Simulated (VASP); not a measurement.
Input of a VASP 6.6.1 run:

File INCAR:

```
SYSTEM = TaAs
PREC = Accurate
ENCUT = 520
EDIFF = 1E-6
ISMEAR = 0
SIGMA = 0.05
LREAL = .FALSE.
LASPH = .TRUE.
NELM = 80
ALGO = Normal
ISIF = 2
LWAVE = .FALSE.
LCHARG = .FALSE.
GGA = PS
NBANDS = 15
```

KPOINTS

```
regular mesh
0
G
  10 10 10
  0 0 0
```

File POSCAR:

```
TaAs
1.0
    0.0000000000      2.6146450930      2.6146450930
    2.6016369085      0.0130081845      2.6016369085
    2.6016369085      2.6016369085      0.0130081845
Ta As
1 1
Direct
    0.5000000000      0.5000000000      0.5000000000
    0.0000000000      0.0000000000      0.0000000000
```

Potentials or basis: VASP PAW PBE potentials, release 64 (Ta_pv, As).

Command:

```bash
$ cat potpaw_PBE.64/Ta_pv/POTCAR potpaw_PBE.64/As/POTCAR > POTCAR
$ mpirun -np 1 vasp_std > vasp.out
```

Predict the band gap on the k mesh.

zero (band 8 reaches 8.28 eV, above the bottom of band 9 at 6.05 eV).

Estimate the pressure.

0.7 GPa.

Stress tensor (GPa, compression positive):
```
 0.68  0.00  0.00
 0.00  0.66 -0.32
 0.00 -0.32  0.66
```

Caveat: the PAW data sets were made with another functional, which shifts forces and pressure a little; spin-orbit coupling is left out, which moves the levels of the heavy elements.
